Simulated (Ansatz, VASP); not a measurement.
One calculation of CdInS2, two programs

INCAR

```
PREC = Accurate
ENCUT = 520
EDIFF = 1E-6
ISMEAR = 0
SIGMA = 0.15
LREAL = False
LASPH = True
NELM = 60
ALGO = Normal
ISIF = 2
LWAVE = False
LCHARG = True
GGA = PE
LELF = True
LVHAR = True
NBANDS = 26
```

File KPOINTS:

```
regular mesh
0
Gamma
  15 15 8
```

Contents of POSCAR:

```
CdInS2
1.0
    3.8042121188      0.0000000000      0.0000000000
   -1.9021060594      3.2945443363      0.0000000000
    0.0000000000      0.0000000000      6.2997752688
Cd In S
1 1 2
Direct
    0.0000000000      0.0000000000      0.0000000000
    0.0000000000      0.0000000000      0.5000000000
    0.6666666667      0.3333333333      0.7578554487
    0.3333333333      0.6666666667      0.2421445513
```

Input for Ansatz:

```yaml
crystal:
  lattice:
    - [3.8042121188, 0.0, 0.0]
    - [-1.9021060594, 3.2945443363, 0.0]
    - [0.0, 0.0, 6.2997752688]
  atoms:
    - { symbol: Cd, position: [0.0, 0.0, 0.0] }
    - { symbol: In, position: [0.0, 0.0, 0.5] }
    - { symbol: S, position: [0.6666666667, 0.3333333333, 0.7578554487] }
    - { symbol: S, position: [0.3333333333, 0.6666666667, 0.2421445513] }
basis:
  ecutwfc: 420
kpoints:
  mp_grid: { grid: [15, 15, 8] }
hamiltonian:
  xc: pbe
scf:
  occupations: { method: gaussian, width: 0.15 }
output:
  forces: true
  stress: true
  eigenvalues: true
  write_density: true
  write_potential: true
  elf: true
  volumetric_format: npy
```

Alike in both runs: task single point; functional PBE; k mesh 15 × 15 × 8; occupations gaussian, width 0.15 eV; no spin polarisation.

|  | VASP | Ansatz |
| --- | --- | --- |
| version | VASP 6.6.1 | Ansatz 0.2.0 |
| potentials or method | VASP PAW PBE potentials, release 64 (Cd, In_d, S), cutoff 520 eV | scalar-relativistic, plane waves, PAW |
| valence electrons in the cell | 37 | 45 |

|  | VASP | Ansatz | Ansatz less VASP |
| --- | --- | --- | --- |
| gap on the k mesh at the Fermi level (eV) | none | none | - |
| pressure (GPa) | 10.2 | 9.9 | -0.28 |
| traceless stress, the component that is largest in VASP (GPa) | 5.17 | 5.13 | -0.040 |
| rms of the force components (eV/Å) | 0.024 | 0.008 | -0.0161 |

Atom by atom the forces differ by 0.016 eV/Å (rms over components). A gap of «none» marks a metal or a gap that the smearing closes. With one functional, cell and mesh, what is left measures potentials, basis and numerics. VASP's potentials hold 37 valence electrons a cell and Ansatz's 45, so a difference there can come from the potentials and not from the codes.
